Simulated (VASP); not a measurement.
Input of a VASP 6.6.1 run:

POSCAR

```
Re
1.0
    2.5300000000      0.0000000000      0.0000000000
    0.0000000000      2.5300000000      0.0000000000
    0.0000000000      0.0000000000      2.5300000000
Re
1
Direct
    0.0000000000      0.0000000000      0.0000000000
```

File INCAR.step1:

```
SYSTEM = Re
PREC = Accurate
ENCUT = 550
ISMEAR = -1
SIGMA = 0.05
LREAL = .False.
LASPH = .True.
NELM = 120
GGA = PE
ALGO = Normal
EDIFF = 1E-5
LWAVE = .True.
LCHARG = .False.
GGA_COMPAT = .False.
IBRION = 2
ISIF = 3
EDIFFG = -0.005
NELMIN = 4
NSW = 100
```

Contents of INCAR.step2:

```
SYSTEM = Re
PREC = Accurate
ENCUT = 550
EDIFF = 1E-7
ISMEAR = -1
SIGMA = 0.05
LREAL = .False.
LASPH = .True.
NELM = 120
ALGO = Normal
ISIF = 3
LWAVE = .False.
LCHARG = .False.
METAGGA = R2SCAN
LMIXTAU = .True.
IBRION = 2
NSW = 60
EDIFFG = -0.02
ISTART = 1
GGA_COMPAT = .False.
NELMIN = 4
```

File KPOINTS:

```
regular mesh
0
Gamma
  7 7 7
  0 0 0
```

Potentials or basis: VASP PAW PBE potentials, release 64 (Re_sv_GW).

Run with:

```sh
$ cat potpaw_PBE.64/Re_sv_GW/POTCAR > POTCAR
$ cp INCAR.step1 INCAR
$ mpirun -np 1 vasp_std > vasp.out
$ cp INCAR.step2 INCAR
$ mpirun -np 1 vasp_std > vasp.out
```

(1) Estimate the relaxed cell.

(2) Predict the space group after relaxing (to 0.05 Å).

(3) Predict the relaxed volume.

Answers

(1) a = 2.565 Å, b = 2.565 Å, c = 2.565 Å, α = 90.00°, β = 90.00°, γ = 90.00°.

(2) Pm-3m (No. 221).

(3) 16.87 Å³/atom.

Caveat: the PAW data sets were made with another functional, which shifts forces and pressure a little.
